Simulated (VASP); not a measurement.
# C (Fd-3m) in VASP: further runs, part 2 of 2

VASP 6.6.1. Earlier steps stand in the parts before.

## Step 4: Single point, PBEsol

This run uses another cell than the first one, of 5.59 Å³/atom, 0.991 times its volume.

The input, INCAR:

```
  ALGO = Normal
  EDIFF = 1E-6
  ENCUT = 520
  GGA = PS
  ISIF = 2
  ISMEAR = 0
  LASPH = T
  LCHARG = T
  LELF = T
  LREAL = F
  LVHAR = T
  LWAVE = F
  NBANDS = 11
  NELM = 100
  PREC = Accurate
  SIGMA = 0.01
```

The input, KPOINTS:

```
k-points
0
Gamma
  12 12 12
```

The input, POSCAR:

```
C
1.0
    1.7742848629      1.7742848629      0.0000000000
   -1.7742848629      1.7742848629      0.0000000000
    0.0000000000      1.7742848629      1.7742848629
C
2
Direct
    0.5000000000      0.5000000000      0.0000000000
    0.7500000000      0.2500000000      0.5000000000
```

Potentials or basis: VASP PAW PBE potentials, release 64 (C).

Command:

```bash
$ cat potpaw_PBE.64/C/POTCAR > POTCAR
$ mpirun -np 1 vasp_std > vasp.out
```

OUTCAR:

```text
EDIFF = 1E-6
   ENCUT = 520
   GGA = PS
   ISIF = 2
   ISMEAR = 0
   LASPH = T
   LREAL = F
   NELM = 100
   PREC = Accurate

 ion  position               nearest neighbor table
   1  0.500  0.500  0.000-   2 1.54   2 1.54   2 1.54   2 1.54
   2  0.750  0.250  0.500-   1 1.54   1 1.54   1 1.54   1 1.54

  LATTYP: Found a face centered cubic cell.
 ALAT       =     3.5485697258

  Lattice vectors:

 A1 = (   0.0000000000,   1.7742848629,   1.7742848629)
 A2 = (   1.7742848629,   0.0000000000,   1.7742848629)
 A3 = (   1.7742848629,   1.7742848629,   0.0000000000)

Analysis of symmetry for initial positions (statically):
=====================================================================
 Subroutine PRICEL returns:
 Original cell was already a primitive cell.

 Routine SETGRP: Setting up the symmetry group for a
 face centered cubic supercell.

 Subroutine GETGRP returns: Found 48 space group operations
 (whereof 24 operations were pure point group operations)
 out of a pool of 48 trial point group operations.

The static configuration has the point symmetry T_d .
 The point group associated with its full space group is O_h .
[... 165 lines left out ...]
 cond. band min:      14.0032327397   @ k =  -0.3333   0.3333   0.0000
 fundamental gap:      4.0708817978
 Fermi energy:        10.0928393760

 k-point     1 :       0.0000    0.0000    0.0000
  band No.  band energies     occupation
      1     -11.7968      2.00000
      2       9.9324      2.00000
      3       9.9324      2.00000
      4       9.9324      2.00000
      5      15.5136      0.00000
      6      15.5136      0.00000
      7      15.5136      0.00000
      8      23.6518      0.00000
      9      29.0882      0.00000
     10      36.5701      0.00000
     11      36.5701      0.00000
[... 309 lines left out ...]
 k-point    24 :      -0.4167    0.1667    0.0000
  band No.  band energies     occupation
      1      -7.5604      2.00000
      2       0.0141      2.00000
      3       5.6008      2.00000
      4       5.7916      2.00000
      5      16.5635      0.00000
      6      20.9901      0.00000
      7      21.2066      0.00000
      8      22.6090      0.00000
      9      30.9770      0.00000
     10      32.5416      0.00000
     11      37.3932      0.00000

 [... further k-points ...]
[... 5 lines left out ...]
  --------------------------------------------------------------------------------------
  -------------------------------------------------------------------------------------
  Total        0.2184873      0.2184873      0.2184873      0.0000000     -0.0000000      0.0000000
  in kB       31.3355092     31.3355092     31.3355092      0.0000000     -0.0000000      0.0000000
  external PRESSURE =      31.3355092 kB  Pullay stress =       0.0000000 kB

 VOLUME and BASIS-vectors are now :
 -----------------------------------------------------------------------------
  energy-cutoff  :      520.00
  volume of cell :       11.17
      direct lattice vectors                 reciprocal lattice vectors
     1.774284863  1.774284863  0.000000000     0.281803678  0.281803678 -0.281803678
    -1.774284863  1.774284863  0.000000000    -0.281803678  0.281803678 -0.281803678
     0.000000000  1.774284863  1.774284863     0.000000000  0.000000000  0.563607356

 POSITION                                       TOTAL-FORCE (eV/Angst)
 -----------------------------------------------------------------------------------
      0.00000      1.77428      0.00000        -0.000000      0.000000      0.000000
      0.88714      2.66143      0.88714         0.000000     -0.000000     -0.000000
 -----------------------------------------------------------------------------------
    total drift:                                0.000000     -0.000000     -0.000000

  FREE ENERGIE OF THE ION-ELECTRON SYSTEM (eV)
  ---------------------------------------------------
  free  energy   TOTEN  =       -19.2489741748 eV

  energy  without entropy=      -19.2489741748  energy(sigma->0) =      -19.24897417
```

OSZICAR:

```text
N       E                     dE             d eps       ncg     rms          rms(c)
DAV:   1    -0.915948406985E+00   -0.91595E+00   -0.48387E+03  1694   0.703E+02
DAV:   2    -0.196083975724E+02   -0.18692E+02   -0.18089E+02  2129   0.126E+02
DAV:   3    -0.199419291594E+02   -0.33353E+00   -0.33268E+00  1830   0.126E+01
DAV:   4    -0.199424543686E+02   -0.52521E-03   -0.52520E-03  1719   0.630E-01
DAV:   5    -0.199424549267E+02   -0.55805E-06   -0.55803E-06  1808   0.196E-02    0.571E+00
DAV:   6    -0.194275560874E+02    0.51490E+00   -0.26445E-01  1632   0.357E+00    0.337E+00
DAV:   7    -0.192483533423E+02    0.17920E+00   -0.31692E-01  1722   0.395E+00    0.712E-01
DAV:   8    -0.192489484782E+02   -0.59514E-03   -0.77687E-03  1668   0.692E-01    0.296E-02
DAV:   9    -0.192489660581E+02   -0.17580E-04   -0.15121E-05  1884   0.352E-02    0.217E-02
DAV:  10    -0.192489743266E+02   -0.82685E-05   -0.34551E-06  1716   0.163E-02    0.451E-03
DAV:  11    -0.192489741748E+02    0.15176E-06   -0.90501E-08   952   0.264E-03
   1 F= -.19248974E+02 E0= -.19248974E+02  d E =-.135267-116
```

stdout:

```text
POSCAR found type information on POSCAR C
 POSCAR found :  1 types and       2 ions
 scaLAPACK will be used
 -----------------------------------------------------------------------------
|                                                                             |
|                                                                             |
|     You enforced a specific xc type in the INCAR file but a different       |
|     I HOPE YOU KNOW WHAT YOU ARE DOING!                                     |
|                                                                             |
 -----------------------------------------------------------------------------

 LDA part: xc-table for (Slater+PW92), standard interpolation
 POSCAR, INCAR and KPOINTS ok, starting setup
 FFT: planning ... GRIDC
 FFT: planning ... GRID_SOFT
 FFT: planning ... GRID
 WAVECAR not read
 entering main loop
```

Wall time 11 s (1 thread of Intel Xeon 8259CL, shared host); peak memory 0.12 GiB.

What came out:

```yaml
Free_energy: -19.2490 eV
Pressure: 3.1 GPa
Band_gap_on_the_k_mesh: 4.07 eV, indirect (least direct gap 5.58 eV)
```

Caveat: the PAW data sets were made with another functional, which shifts forces and pressure a little. A k mesh can miss the band edges.
